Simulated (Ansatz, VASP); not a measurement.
# TaF3: VASP beside Ansatz

Contents of INCAR:

```
PREC = Accurate
ENCUT = 600
EDIFF = 1E-7
ISMEAR = -1
SIGMA = 0.1
LREAL = False
LASPH = True
NELM = 120
ALGO = Normal
ISIF = 3
LWAVE = False
LCHARG = False
GGA = PE
IBRION = 2
NSW = 80
EDIFFG = -0.01
GGA_COMPAT = False
NELMIN = 4
```

KPOINTS

```
regular mesh
0
Gamma
  5 5 5
```

Contents of POSCAR:

```
TaF3
1.0
    4.1666460000      0.0000000000      0.0000000000
    0.0000000000      4.1666460000      0.0000000000
    0.0000000000      0.0000000000      4.1666460000
Ta F
1 3
Direct
    0.0000000000      0.0000000000      0.0000000000
    0.0000000000      0.5000000000      0.0000000000
    0.5000000000      0.0000000000      0.0000000000
    0.0000000000      0.0000000000      0.5000000000
```

Input for Ansatz:

```yaml
crystal:
  lattice:
    - [4.166646, 0.0, 0.0]
    - [0.0, 4.166646, 0.0]
    - [0.0, 0.0, 4.166646]
  atoms:
    - { symbol: Ta, position: [0.0, 0.0, 0.0] }
    - { symbol: F, position: [0.0, 0.5, 0.0] }
    - { symbol: F, position: [0.5, 0.0, 0.0] }
    - { symbol: F, position: [0.0, 0.0, 0.5] }
kpoints:
  mp_grid:
    grid: [5, 5, 5]
scf:
  occupations:
    method: fermi_dirac
relax:
  cell: {}
output:
  dos:
    de: 0.1
    method:
      smearing:
        sigma: 0.15
    projected: true
```

Alike in both runs: task relaxation of cell and atoms; functional PBE; k mesh 5 × 5 × 5; no spin polarisation.

|  | VASP | Ansatz |
| --- | --- | --- |
| version | VASP 6.6.1 | Ansatz 0.2.0 |
| potentials or method | VASP PAW PBE potentials, release 64 (Ta_pv, F) | plane waves, PAW |
| plane-wave cutoff (eV) | 600 | 420 |
| occupations | fermi-dirac, width 0.1 eV | fermi-dirac |
| valence electrons in the cell | 32 | 34 |

```tsv
	VASP	Ansatz	Ansatz less VASP
gap on the k mesh at the Fermi level, each at its own relaxed structure (eV)	none	none	-
relaxed volume (Å³/atom)	17.54	17.56	+0.016
relaxed length of the cell vector where the two differ most in proportion (Å)	4.124	4.126	+0.0013
```

A gap of «none» marks a metal or a gap that the smearing closes. VASP's potentials hold 32 valence electrons a cell and Ansatz's 34, so a difference there can come from the potentials and not from the codes.

Spin-orbit coupling is off throughout.
